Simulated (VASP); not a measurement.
# Hf (Fm-3m) in VASP: single point with PBE

Aim: the single point of Hf with PBE.

All numbers are computed with VASP 6.6.1; they aren't measurements. Logs are shortened: lines on timing, memory, paths and dates and some standing lists are left out, and cuts for length are marked.

## (1) The cell of the first run

Symmetry: Fm-3m, No. 225, cubic system. Conventional cell: a = 4.481 Å, b = 4.481 Å, c = 4.481 Å, α = 90.00°, β = 90.00°, γ = 90.00°. Hf (site symmetry m-3m) has 12 Hf at 3.17 Å within 4.2 Å.

## (2) Single point, PBE, non-collinear spin, zero start, spin-orbit coupling

Contents of INCAR:

```
PREC     = Accurate       # precision mode
ENCUT    = 520            # plane-wave cutoff, eV
EDIFF    = 1E-6           # SCF threshold, eV
ISMEAR   = 0              # smearing method
SIGMA    = 0.05           # smearing width, eV
LREAL    = F              # projectors in reciprocal space
LASPH    = T              # aspherical terms in the spheres
NELM     = 150            # most SCF steps
ALGO     = Normal         # electronic algorithm
ISIF     = 2              # what is computed and relaxed
LWAVE    = F              # write WAVECAR
LCHARG   = F              # write CHGCAR
MAGMOM   = 0 0 0          # initial moments
LORBIT   = 11             # projections on sites
LSORBIT  = T              # spin-orbit coupling
GGA_COMPAT= F            
LORBMOM  = T            
LMAXMIX  = 4              # l up to which the mixer works
GGA      = PE             # functional
NBANDS   = 21             # bands
```

Contents of KPOINTS:

```
regular mesh
0
Gamma
  16 16 16
```

Contents of POSCAR:

```
Hf
1.0
    0.0000000000      2.2404696999      2.2404696999
    2.2404696999      0.0000000000      2.2404696999
    2.2404696999      2.2404696999      0.0000000000
Hf
1
Direct
    0.0000000000      0.0000000000      0.0000000000
```

Potentials or basis: VASP PAW PBE potentials, release 64 (Hf_pv).

On the command line:

```
cat potpaw_PBE.64/Hf_pv/POTCAR > POTCAR
mpirun -np 1 vasp_ncl > vasp.out
```

OUTCAR:

```text
PREC = Accurate
   ENCUT = 520
   EDIFF = 1E-6
   ISMEAR = 0
   LREAL = F
   LASPH = T
   NELM = 150
   ISIF = 2
   LORBIT = 11
   LSORBIT = T
   GGA = PE

 ion  position               nearest neighbor table
   1  0.000  0.000  0.000-

  LATTYP: Found a face centered cubic cell.
 ALAT       =     4.4809393998

  Lattice vectors:

 A1 = (   0.0000000000,   2.2404696999,   2.2404696999)
 A2 = (   2.2404696999,   0.0000000000,   2.2404696999)
 A3 = (   2.2404696999,   2.2404696999,   0.0000000000)

Analysis of symmetry for initial positions (statically):
=====================================================================
 Subroutine PRICEL returns:
 Original cell was already a primitive cell.

 Routine SETGRP: Setting up the symmetry group for a
 face centered cubic supercell.

 Subroutine GETGRP returns: Found 48 space group operations
 (whereof 48 operations were pure point group operations)
 out of a pool of 48 trial point group operations.

The static configuration has the point symmetry O_h .

Analysis of symmetry for dynamics (positions and initial velocities):
=====================================================================
 Subroutine PRICEL returns:
 Original cell was already a primitive cell.

 Routine SETGRP: Setting up the symmetry group for a
 face centered cubic supercell.

 Subroutine GETGRP returns: Found 48 space group operations
 (whereof 48 operations were pure point group operations)
 out of a pool of 48 trial point group operations.

The dynamic configuration has the point symmetry O_h .

Analysis of structural, dynamic, and magnetic symmetry:
=====================================================================
 Subroutine PRICEL returns:
 Original cell was already a primitive cell.

 Routine SETGRP: Setting up the symmetry group for a
 face centered cubic supercell.

 Subroutine GETGRP returns: Found 48 space group operations
 (whereof 48 operations were pure point group operations)
 out of a pool of 48 trial point group operations.

The overall configuration has the point symmetry O_h .

 Subroutine INISYM returns: Found 48 space group operations
 (whereof 48 operations are pure point group operations),
 and found     1 'primitive' translations

[... 142 lines left out ...]

  energy without entropy =      -10.53287622  energy(sigma->0) =      -10.53437152

 E-fermi :   4.6882     XC(G=0): -11.2625

 val. band max:        4.6866749973   @ k =  -0.2500   0.2500   0.0625
 cond. band min:       4.6905352917   @ k =  -0.3125   0.3125   0.0625
 fundamental gap:      0.0038602944
 Fermi energy:         4.6882458161

 k-point     1 :       0.0000    0.0000    0.0000
  band No.  band energies     occupation
      1     -30.2138      1.00000
      2     -30.2138      1.00000
      3     -23.0759      1.00000
      4     -23.0759      1.00000
      5     -23.0759      1.00000
      6     -23.0759      1.00000
[... 565 lines left out ...]
     20      16.7874      0.00000
     21      17.7035      0.00000

 [... further k-points ...]
[... 5 lines left out ...]
  --------------------------------------------------------------------------------------
  -------------------------------------------------------------------------------------
  Total       -0.0954511     -0.0954511     -0.0954511     -0.0000000      0.0000000      0.0000000
  in kB       -6.7989915     -6.7989915     -6.7989915     -0.0000000      0.0000000      0.0000000
  external PRESSURE =      -6.7989915 kB  Pullay stress =       0.0000000 kB

 VOLUME and BASIS-vectors are now :
 -----------------------------------------------------------------------------
  energy-cutoff  :      520.00
  volume of cell :       22.49
      direct lattice vectors                 reciprocal lattice vectors
     0.000000000  2.240469700  2.240469700    -0.223167490  0.223167490  0.223167490
     2.240469700  0.000000000  2.240469700     0.223167490 -0.223167490  0.223167490
     2.240469700  2.240469700  0.000000000     0.223167490  0.223167490 -0.223167490

 POSITION                                       TOTAL-FORCE (eV/Angst)
 -----------------------------------------------------------------------------------
      0.00000      0.00000      0.00000         0.000000     -0.000000      0.000000
 -----------------------------------------------------------------------------------
    total drift:                               -0.000000      0.000000     -0.000000

  FREE ENERGIE OF THE ION-ELECTRON SYSTEM (eV)
  ---------------------------------------------------
  free  energy   TOTEN  =       -10.5358668329 eV

  energy  without entropy=      -10.5328762169  energy(sigma->0) =      -10.53437152

 orbital moment (x)

 # of ion     p       d       tot
 ----------------------------------------
  1        -0.000   0.000  -0.000
 ----------------------------------------
           -0.000   0.000  -0.000

 orbital moment (y)

 # of ion     p       d       tot
 ----------------------------------------
  1         0.000  -0.000   0.000
 ----------------------------------------
            0.000  -0.000   0.000

 orbital moment (z)

 # of ion     p       d       tot
 ----------------------------------------
  1         0.000   0.000   0.000
 ----------------------------------------
            0.000   0.000   0.000

 Spin-Orbit-Coupling matrix elements

 Ion:    1  E_soc:     -1.3577630
 l=   1
     0.0000000    -0.2182544    -0.2182544
    -0.2182544     0.0000000    -0.2182544
    -0.2182544    -0.2182544     0.0000000
 l=   2
     0.0000000    -0.0017909     0.0000000    -0.0017909    -0.0062485
    -0.0017909     0.0000000    -0.0046864    -0.0017909    -0.0015621
     0.0000000    -0.0046864     0.0000000    -0.0046864     0.0000000
    -0.0017909    -0.0017909    -0.0046864     0.0000000    -0.0015621
    -0.0062485    -0.0015621     0.0000000    -0.0015621     0.0000000
 l=   3
     0.0000000     0.0000000     0.0000000     0.0000000     0.0000000     0.0000000     0.0000000
     0.0000000     0.0000000     0.0000000     0.0000000     0.0000000     0.0000000     0.0000000
     0.0000000     0.0000000     0.0000000     0.0000000     0.0000000     0.0000000     0.0000000
     0.0000000     0.0000000     0.0000000     0.0000000     0.0000000     0.0000000     0.0000000
     0.0000000     0.0000000     0.0000000     0.0000000     0.0000000     0.0000000     0.0000000
     0.0000000     0.0000000     0.0000000     0.0000000     0.0000000     0.0000000     0.0000000
     0.0000000     0.0000000     0.0000000     0.0000000     0.0000000     0.0000000     0.0000000

 total charge

# of ion       s       p       d       tot
------------------------------------------
    1        0.388   6.433   1.557   8.378

 magnetization (x)

# of ion       s       p       d       tot
------------------------------------------
    1       -0.000  -0.000  -0.000  -0.000

 magnetization (y)

# of ion       s       p       d       tot
------------------------------------------
    1       -0.000  -0.000   0.000  -0.000

 magnetization (z)

# of ion       s       p       d       tot
------------------------------------------
    1        0.000   0.000   0.000   0.000
```

OSZICAR:

```text
N       E                     dE             d eps       ncg     rms          rms(c)
DAV:   1     0.295422381625E+02    0.29542E+02   -0.52953E+03  6090   0.896E+02
DAV:   2    -0.962409823600E+01   -0.39166E+02   -0.37706E+02  7548   0.234E+02
DAV:   3    -0.108831431311E+02   -0.12590E+01   -0.12451E+01  7619   0.274E+01
DAV:   4    -0.108916407339E+02   -0.84976E-02   -0.84956E-02  7327   0.262E+00
DAV:   5    -0.108917148025E+02   -0.74069E-04   -0.74068E-04  7580   0.219E-01    0.527E+01
DAV:   6    -0.106259199778E+02    0.26579E+00   -0.21380E-01  7019   0.374E+00    0.311E+01
DAV:   7    -0.105395798427E+02    0.86340E-01   -0.15967E-01  7442   0.313E+00    0.154E+01
DAV:   8    -0.105384501201E+02    0.11297E-02   -0.24949E-02  7302   0.118E+00    0.862E-01
DAV:   9    -0.105358548471E+02    0.25953E-02   -0.85960E-03  7150   0.707E-01    0.141E-01
DAV:  10    -0.105358668168E+02   -0.11970E-04   -0.19724E-04  7489   0.128E-01    0.495E-02
DAV:  11    -0.105358668329E+02   -0.16095E-07   -0.49100E-06  7512   0.202E-02
   1 F= -.10535867E+02 E0= -.10534372E+02  d E =-.299062E-02  mag=     0.0000     0.0000    -0.0000
```

stdout:

```text
POSCAR found type information on POSCAR Hf
 POSCAR found :  1 types and       1 ions
 scaLAPACK will be used
 LDA part: xc-table for (Slater+PW92), standard interpolation
 POSCAR, INCAR and KPOINTS ok, starting setup
 FFT: planning ... GRIDC
 FFT: planning ... GRID_SOFT
 FFT: planning ... GRID
 WAVECAR not read
 entering main loop
```

Wall time 50 s (1 thread of Intel Xeon Platinum 8488C (Sapphire Rapids), shared host); peak memory 0.26 GiB.

Results:

```yaml
Free_energy: -10.5359 eV
Pressure: -0.7 GPa
Net_moment: 0.00 μB per cell
Valence_electrons_inside_the_program's_atomic_spheres: Hf 8.38
```

Moments on the atoms (μB; x, y, z):
```
Hf  0.00 0.00 0.00
```
